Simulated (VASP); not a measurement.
# ZnSe (zincblende type) (F-43m) in VASP: a series of runs

ZnSe (zincblende type) is run at these levels: PBE; tasks: single point.

Everything below comes from runs of VASP 6.6.1. Logs are shortened: lines on timing, memory, paths and dates and some standing lists are left out, and cuts for length are marked.

**1. The cell of the first run**

It takes space group F-43m (No. 216, cubic). The conventional cell has a = 5.404 Å, b = 5.404 Å, c = 5.404 Å, α = 90.00°, β = 90.00°, γ = 90.00°. Within 3.1 Å of Zn (site symmetry -43m) lie 4 Se at 2.34 Å. Within 3.1 Å of Se (site symmetry -43m) lie 4 Zn at 2.34 Å.

**2. Single point, PBE**

Contents of INCAR:

```
  PREC = Accurate
  ENCUT = 520
  EDIFF = 1E-7
  ISMEAR = -1
  SIGMA = 0.05
  LREAL = False
  LASPH = True
  NELM = 80
  ALGO = Normal
  ISIF = 2
  LWAVE = False
  LCHARG = False
  GGA = PE
  NBANDS = 16
```

Contents of KPOINTS:

```
Automatic mesh
0
Gamma
  12 12 12
```

Contents of POSCAR:

```
ZnSe
1.0
    0.0000000000      2.7018907821      2.7018907821
    2.7018907821      0.0000000000      2.7018907821
    2.7018907821      2.7018907821      0.0000000000
Zn Se
1 1
Direct
    0.0000000000      0.0000000000      0.0000000000
    0.2500000000      0.2500000000      0.2500000000
```

Potentials or basis: VASP PAW PBE potentials, release 64 (Zn, Se).

The run is started by

```sh
> cat potpaw_PBE.64/Zn/POTCAR potpaw_PBE.64/Se/POTCAR > POTCAR
> mpirun -np 1 vasp_std > vasp.out
```

OUTCAR:

```text
PREC = Accurate
   ENCUT = 520
   EDIFF = 1E-7
   ISMEAR = -1
   LREAL = False
   LASPH = True
   NELM = 80
   ISIF = 2
   GGA = PE

 ion  position               nearest neighbor table
   1  0.000  0.000  0.000-   2 2.34   2 2.34   2 2.34   2 2.34
   2  0.250  0.250  0.250-   1 2.34   1 2.34   1 2.34   1 2.34

  LATTYP: Found a face centered cubic cell.
 ALAT       =     5.4037815642

  Lattice vectors:

 A1 = (   0.0000000000,   2.7018907821,   2.7018907821)
 A2 = (   2.7018907821,   0.0000000000,   2.7018907821)
 A3 = (   2.7018907821,   2.7018907821,   0.0000000000)

Analysis of symmetry for initial positions (statically):
=====================================================================
 Subroutine PRICEL returns:
 Original cell was already a primitive cell.

 Routine SETGRP: Setting up the symmetry group for a
 face centered cubic supercell.

 Subroutine GETGRP returns: Found 24 space group operations
 (whereof 24 operations were pure point group operations)
 out of a pool of 48 trial point group operations.

The static configuration has the point symmetry T_d .

Analysis of symmetry for dynamics (positions and initial velocities):
=====================================================================
 Subroutine PRICEL returns:
 Original cell was already a primitive cell.

 Routine SETGRP: Setting up the symmetry group for a
 face centered cubic supercell.

 Subroutine GETGRP returns: Found 24 space group operations
 (whereof 24 operations were pure point group operations)
 out of a pool of 48 trial point group operations.

The dynamic configuration has the point symmetry T_d .

 Subroutine INISYM returns: Found 24 space group operations
 (whereof 24 operations are pure point group operations),
 and found     1 'primitive' translations

----------------------------------------------------------------------------------------

                                     Primitive cell

  volume of cell :      39.4488

  direct lattice vectors                    reciprocal lattice vectors
     0.000000000  2.701890782  2.701890782    -0.185055593  0.185055593  0.185055593
     2.701890782  0.000000000  2.701890782     0.185055593 -0.185055593  0.185055593
     2.701890782  2.701890782  0.000000000     0.185055593  0.185055593 -0.185055593

  length of vectors
     3.821050588  3.821050588  3.821050588     0.320525689  0.320525689  0.320525689

  position of ions in fractional coordinates (direct lattice)
     0.000000000  0.000000000  0.000000000
     0.250000000  0.250000000  0.250000000

  ion indices of the primitive-cell ions
   primitive index   ion index
                 1           1
                 2           2

----------------------------------------------------------------------------------------

 KPOINTS: Automatic mesh

Automatic generation of k-mesh.
 Grid dimensions read from file:
 generate k-points for:   12   12   12

 Generating k-lattice:

  Cartesian coordinates                     Fractional coordinates (reciprocal lattice)
    -0.015421299  0.015421299  0.015421299     0.083333333  0.000000000  0.000000000
     0.015421299 -0.015421299  0.015421299     0.000000000  0.083333333  0.000000000
     0.015421299  0.015421299 -0.015421299     0.000000000  0.000000000  0.083333333

  Length of vectors
     0.026710474  0.026710474  0.026710474

  Shift w.r.t. Gamma in fractional coordinates (k-lattice)
     0.000000000  0.000000000  0.000000000

 Subroutine IBZKPT returns following result:
 ===========================================

 Found     72 irreducible k-points:

 Following reciprocal coordinates:
            Coordinates               Weight
  0.000000  0.000000  0.000000      1.000000
  0.083333  0.000000  0.000000      8.000000
  0.166667  0.000000  0.000000      8.000000
  0.250000  0.000000  0.000000      8.000000
  0.333333  0.000000  0.000000      8.000000
  0.416667  0.000000  0.000000      8.000000
[... 16 lines left out ...]
  0.500000  0.166667  0.000000     24.000000
 -0.416667  0.166667  0.000000     24.000000
 [... further k-points ...]
   k-points           NKPTS =     72   k-points in BZ     NKDIM =     72   number of bands    NBANDS=     16
   number of dos      NEDOS =    301   number of ions     NIONS =      2
   total plane-waves  NPLWV =  21952
   dimension x,y,z NGX =    28 NGY =   28 NGZ =   28
   dimension x,y,z NGXF=    56 NGYF=   56 NGZF=   56
   ions per type =               1   1
   NGX,Y,Z   is equivalent  to a cutoff of  12.18, 12.18, 12.18 a.u.
   NGXF,Y,Z  is equivalent  to a cutoff of  24.36, 24.36, 24.36 a.u.
 SYSTEM =  unknown system
   PREC   = accura    normal or accurate (medium, high low for compatibility)
   ISTART =      0    job   : 0-new  1-cont  2-samecut
   ICHARG =      2    charge: 1-file 2-atom 10-const
   ISPIN  =      1    spin polarized calculation?
   LNONCOLLINEAR =      F non collinear calculations
   LSORBIT =      F    spin-orbit coupling
   LASPH  =      T    aspherical Exc in radial PAW
   ENCUT  =  520.0 eV  38.22 Ry    6.18 a.u.   7.10  7.10  7.10*2*pi/ulx,y,z
   NELM   =     80;   NELMIN=  2; NELMDL= -5     # of ELM steps
   EDIFF  = 0.1E-06   stopping-criterion for ELM
   LREAL  =      F    real-space projection
   EDIFFG = 0.1E-05   stopping-criterion for IOM
   NSW    =      0    number of steps for IOM
   IBRION =     -1    ionic relax: 0-MD 1-quasi-New 2-CG
   NFREE  =      0    steps in history (QN), initial steepest desc. (CG)
   ISIF   =      2    stress and relaxation
   ISYM   =      2    0-nonsym 1-usesym 2-fastsym
   POTIM  = 0.5000    time-step for ionic-motion
   TEBEG  =    0.0;   TEEND  =   0.0 temperature during run
   PSTRESS=    0.0 pullay stress
   NELECT =      18.0000    total number of electrons
   NUPDOWN=      -1.0000    fix difference up-down
   EMIN   =  10.00;   EMAX   =-10.00  energy-range for DOS
   EFERMI =   0.00;   METHOD = LEGACY
   ISMEAR =    -1;   SIGMA  =   0.05  broadening in eV -4-tet -1-fermi 0-gaus
   EFERMI_NEDOS =   21; number of points for ismear=-14 and -15
   IALGO  =     38    algorithm
   IMIX   =      4    mixing-type and parameters
     AMIX     =   0.40;   BMIX     =  1.00
     AMIX_MAG =   1.60;   BMIX_MAG =  1.00
  volume/ion in A,a.u.               =      19.72       133.11
  Fermi-wavevector in a.u.,A,eV,Ry     =   1.260340  2.381698 21.612284  1.588458
  Thomas-Fermi vector in A             =   2.393855
   LORBIT       =      0    0 simple, 1 ext, 2 COOP (PROOUT), +10 PAW based schemes
   GGA     = PE    functional components
   LHFCALC =     F    Hartree Fock is set to
   AEXX    =    0.0000 exact exchange contribution
   IVDW    =     0    specifies the selected vdW correction
   LEPSILON=     F    determine dielectric tensor
   LRPA    =     F    only Hartree local field effects (RPA)
 non-spin polarized calculation
  energy-cutoff  :      520.00
  volume of cell :       39.45
 maximum number of plane-waves:      1074
   NGX = 15   NGY = 15   NGZ = 15

 number of electron      18.0000001 magnetization

 Free energy of the ion-electron system (eV)
  ---------------------------------------------------
  ext. energy  EPLUGINS =         0.00000000
  ---------------------------------------------------
  free energy    TOTEN  =        -5.71418624 eV

  energy without entropy =       -5.71418624  energy(sigma->0) =       -5.71418624

 E-fermi :   3.9729     XC(G=0):  -9.9917

 val. band max:        2.9535624780   @ k =   0.0000   0.0000   0.0000
 cond. band min:       4.8541684344   @ k =   0.0000   0.0000   0.0000
 fundamental gap:      1.9006059563
 Fermi energy:         3.9728938762

 k-point     1 :       0.0000    0.0000    0.0000
  band No.  band energies     occupation
      1     -11.3386      2.00000
      2      -4.2262      2.00000
      3      -4.2262      2.00000
      4      -4.2262      2.00000
      5      -3.7129      2.00000
      6      -3.7129      2.00000
[... 8 lines left out ...]
     15      14.7015      0.00000
     16      14.7015      0.00000

 k-point     2 :       0.0833    0.0000    0.0000
  band No.  band energies     occupation
      1     -11.2796      2.00000
      2      -4.2288      2.00000
      3      -4.2162      2.00000
      4      -4.2162      2.00000
      5      -3.7141      2.00000
      6      -3.7141      2.00000
[... 8 lines left out ...]
     15      14.1335      0.00000
     16      14.1335      0.00000

 k-point     3 :       0.1667    0.0000    0.0000
  band No.  band energies     occupation
      1     -11.1117      2.00000
      2      -4.2277      2.00000
      3      -4.1900      2.00000
      4      -4.1900      2.00000
      5      -3.7159      2.00000
      6      -3.7159      2.00000
[... 8 lines left out ...]
     15      13.5438      0.00000
     16      14.3657      0.00000

 k-point     4 :       0.2500    0.0000    0.0000
  band No.  band energies     occupation
      1     -10.8635      2.00000
      2      -4.1969      2.00000
      3      -4.1575      2.00000
      4      -4.1575      2.00000
      5      -3.7136      2.00000
      6      -3.7136      2.00000
[... 8 lines left out ...]
     15      13.5494      0.00000
     16      13.9080      0.00000

 k-point     5 :       0.3333    0.0000    0.0000
  band No.  band energies     occupation
      1     -10.5886      2.00000
      2      -4.1301      2.00000
      3      -4.1300      2.00000
      4      -4.0925      2.00000
      5      -3.7042      2.00000
      6      -3.7042      2.00000
[... 8 lines left out ...]
     15      14.2838      0.00000
     16      14.2838      0.00000

 k-point     6 :       0.4167    0.0000    0.0000
  band No.  band energies     occupation
      1     -10.3657      2.00000
      2      -4.1139      2.00000
      3      -4.1139      2.00000
      4      -3.8549      2.00000
      5      -3.6919      2.00000
      6      -3.6919      2.00000
[... 8 lines left out ...]
     15      15.5435      0.00000
     16      15.5435      0.00000

 k-point     7 :       0.5000    0.0000    0.0000
  band No.  band energies     occupation
      1     -10.2786      2.00000
      2      -4.1090      2.00000
      3      -4.1090      2.00000
      4      -3.6862      2.00000
      5      -3.6862      2.00000
      6      -3.5074      2.00000
[... 8 lines left out ...]
     15      16.6394      0.00000
     16      16.6394      0.00000

 k-point     8 :       0.0833    0.0833    0.0000
  band No.  band energies     occupation
      1     -11.2600      2.00000
      2      -4.2384      2.00000
      3      -4.2084      2.00000
      4      -4.2084      2.00000
      5      -3.7211      2.00000
      6      -3.7082      2.00000
[... 8 lines left out ...]
     15      14.1489      0.00000
     16      14.8054      0.00000

 k-point     9 :       0.1667    0.0833    0.0000
  band No.  band energies     occupation
      1     -11.1282      2.00000
      2      -4.2454      2.00000
      3      -4.1849      2.00000
      4      -4.1830      2.00000
      5      -3.7286      2.00000
      6      -3.7045      2.00000
[... 8 lines left out ...]
     15      14.4885      0.00000
     16      14.9212      0.00000
[... 172 lines left out ...]
 k-point    19 :       0.1667    0.1667    0.0000
  band No.  band energies     occupation
      1     -11.0356      2.00000
      2      -4.2687      2.00000
      3      -4.1565      2.00000
      4      -4.1565      2.00000
      5      -3.7410      2.00000
      6      -3.6955      2.00000
[... 8 lines left out ...]
     15      15.1144      0.00000
     16      15.7399      0.00000

 k-point    20 :       0.2500    0.1667    0.0000
  band No.  band energies     occupation
      1     -10.8493      2.00000
      2      -4.2731      2.00000
      3      -4.1194      2.00000
      4      -4.1193      2.00000
      5      -3.7467      2.00000
      6      -3.6881      2.00000
[... 8 lines left out ...]
     15      15.1445      0.00000
     16      16.3507      0.00000

 k-point    21 :       0.3333    0.1667    0.0000
  band No.  band energies     occupation
      1     -10.6053      2.00000
      2      -4.2376      2.00000
      3      -4.0843      2.00000
      4      -4.0748      2.00000
      5      -3.7343      2.00000
      6      -3.6810      2.00000
[... 8 lines left out ...]
     15      15.5279      0.00000
     16      15.9785      0.00000

 k-point    22 :       0.4167    0.1667    0.0000
  band No.  band energies     occupation
      1     -10.3630      2.00000
      2      -4.1665      2.00000
      3      -4.0612      2.00000
      4      -3.9931      2.00000
      5      -3.6892      2.00000
      6      -3.6766      2.00000
[... 8 lines left out ...]
     15      15.9618      0.00000
     16      16.4766      0.00000

 k-point    23 :       0.5000    0.1667    0.0000
  band No.  band energies     occupation
      1     -10.1986      2.00000
      2      -4.1246      2.00000
      3      -4.0533      2.00000
      4      -3.8354      2.00000
      5      -3.6814      2.00000
      6      -3.5594      2.00000
[... 8 lines left out ...]
     15      16.4299      0.00000
     16      16.6810      0.00000

 k-point    24 :      -0.4167    0.1667    0.0000
  band No.  band energies     occupation
      1     -10.1756      2.00000
      2      -4.1112      2.00000
      3      -4.0589      2.00000
      4      -3.7697      2.00000
      5      -3.6981      2.00000
      6      -3.5065      2.00000
[... 8 lines left out ...]
     15      15.1145      0.00000
     16      16.1222      0.00000

 [... further k-points ...]

------------------------ aborting loop because EDIFF is reached ----------------------------------------

  FORCE on cell =-STRESS in cart. coord.  units (eV):
  Direction    XX          YY          ZZ          XY          YZ          ZX
  --------------------------------------------------------------------------------------
  -------------------------------------------------------------------------------------
  Total        3.8023443      3.8023443      3.8023443      0.0000000      0.0000000      0.0000000
  in kB      154.4289293    154.4289293    154.4289293      0.0000000      0.0000000      0.0000000
  external PRESSURE =     154.4289293 kB  Pullay stress =       0.0000000 kB

 VOLUME and BASIS-vectors are now :
 -----------------------------------------------------------------------------
  energy-cutoff  :      520.00
  volume of cell :       39.45
      direct lattice vectors                 reciprocal lattice vectors
     0.000000000  2.701890782  2.701890782    -0.185055593  0.185055593  0.185055593
     2.701890782  0.000000000  2.701890782     0.185055593 -0.185055593  0.185055593
     2.701890782  2.701890782  0.000000000     0.185055593  0.185055593 -0.185055593

 POSITION                                       TOTAL-FORCE (eV/Angst)
 -----------------------------------------------------------------------------------
      0.00000      0.00000      0.00000        -0.000000     -0.000000     -0.000000
      1.35095      1.35095      1.35095         0.000000      0.000000      0.000000
 -----------------------------------------------------------------------------------
    total drift:                                0.000002      0.000002      0.000002

  FREE ENERGIE OF THE ION-ELECTRON SYSTEM (eV)
  ---------------------------------------------------
  free  energy   TOTEN  =        -5.7141862435 eV

  energy  without entropy=       -5.7141862434  energy(sigma->0) =       -5.71418624
```

It took 17 s on 1 thread of Intel Xeon 6975P-C (Granite Rapids), shared host; peak memory 0.18 GiB.

Results:

* Free energy: -5.7142 eV
* Pressure: 15.4 GPa
* Band gap on the k mesh: 1.90 eV, direct

(Part 1 of 2 ends here.)
